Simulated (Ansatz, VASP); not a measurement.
## Two plane-wave programs on GaMo

```
Ga Mo
1.0
     0.00000    2.85154    2.85154
     2.85154    0.00000    2.85154
     2.85154    2.85154    0.00000
Ga Mo
1 1
Cartesian
  0.0000 0.0000 0.0000
  1.4258 1.4258 1.4258
```

Change from the starting cell: species swapped into the HgS type (F-43m, No. 216).

Alike in both runs: functional PBE; k mesh 6 × 6 × 6; occupations gaussian, width 0.2 eV; no spin polarisation.

Ansatz relaxed the structure, and its values are those at the end. VASP's run is a single point on that final structure, the one shown.

|  | VASP | Ansatz |
| --- | --- | --- |
| version | VASP 6.6.1 | Ansatz 0.2.0 |
| potentials or method | VASP PAW PBE potentials, release 64 (Ga_d, Mo_sv), cutoff 520 eV | scalar-relativistic, plane waves, PAW |
| valence electrons in the cell | 27 | 27 |

|  | VASP | Ansatz | Ansatz less VASP |
| --- | --- | --- | --- |
| gap on the k mesh at the Fermi level (eV) | none | none | - |
| pressure (GPa) | 0.3 | 0.0 | -0.25 |

A gap of «none» marks a metal or a gap that the smearing closes.
